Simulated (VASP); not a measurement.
LiW, 2 atoms in the cell. The structure is cubic, space group Pm-3m (No. 221). Conventional cell: a = 3.335 Å, b = 3.335 Å, c = 3.335 Å, α = 90.00°, β = 90.00°, γ = 90.00°. W (site symmetry m-3m) has 8 Li at 2.89 Å and 6 W at 3.33 Å within 3.8 Å. Li (site symmetry m-3m) has 8 W at 2.89 Å and 6 Li at 3.33 Å within 3.8 Å. 

| Quantity | Value |
| --- | --- |
| Program | VASP 6.6.1 |
| Task | relaxation of cell and atoms |
| Functional | PBE |
| Potentials or basis | VASP PAW PBE potentials, release 64 (W_sv, Li_sv) |
| Cutoff | 600 eV |
| k mesh | 12 × 12 × 12 |
| Occupations | fermi-dirac, width 0.1 eV |
| Spin | no spin polarisation |
| Dipole correction | no |
| Further INCAR settings | ALGO = Normal; EDIFF = 1e-06; IBRION = 2; EDIFFG = -0.01; NSW = 60; ISIF = 3 |

Potentials or basis: VASP PAW PBE potentials, release 64 (W_sv, Li_sv).

Launch:

```bash
$ cat potpaw_PBE.64/W_sv/POTCAR potpaw_PBE.64/Li_sv/POTCAR > POTCAR
$ mpirun -np 1 vasp_std > vasp.out
```

Hardware: 1 thread of AMD EPYC 7R13, on a shared host.

Task: Estimate the wall time of this run.

Result: It took 6.3 min on 1 thread of AMD EPYC 7R13 (shared host), peak memory 0.18 GiB. Counts: scf iterations 71, k points 84, ion steps 15.
